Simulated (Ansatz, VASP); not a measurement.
Ti3Al: VASP beside Ansatz

```xyz
8
Lattice="5.7680 0.0000 0.0000 -2.8840 4.9953 0.0000 0.0000 0.0000 4.6424" Properties=species:S:1:pos:R:3 pbc="T T T"
Ti    2.8840    3.3268    1.1606
Ti   -1.4391    4.1611    3.4818
Ti    1.4449    0.8342    1.1606
Ti    0.0000    1.6684    3.4818
Ti    4.3231    0.8342    1.1606
Ti    1.4391    4.1611    3.4818
Al    0.0000    3.3302    1.1606
Al    2.8840    1.6651    3.4818
```

Alike in both runs: task single point; functional LDA; k mesh 6 × 6 × 4; occupations gaussian, width 0.1 eV; no spin polarisation.

```csv
,VASP,Ansatz
version,VASP 6.6.1,Ansatz 0.2.0
potentials or method,"VASP PAW LDA potentials, release 64 (Ti_sv, Al), cutoff 520 eV","scalar-relativistic, plane waves, PAW"
valence electrons in the cell,78,78
```

```tsv
	VASP	Ansatz	Ansatz less VASP
gap on the k mesh at the Fermi level (eV)	none	none	-
pressure (GPa)	-7.7	-7.8	-0.06
traceless stress, the component that is largest in VASP (GPa)	0.48	0.44	-0.034
rms of the force components (eV/Å)	0.111	0.113	+0.0022
```

Ansatz warns that its potentials were made for another functional, while VASP's fit it. LDA's correlation is that of Perdew and Zunger in VASP and of Perdew and Wang (1992) in Ansatz. Atom by atom the forces differ by 0.002 eV/Å (rms over components). A gap of «none» marks a metal or a gap that the smearing closes.
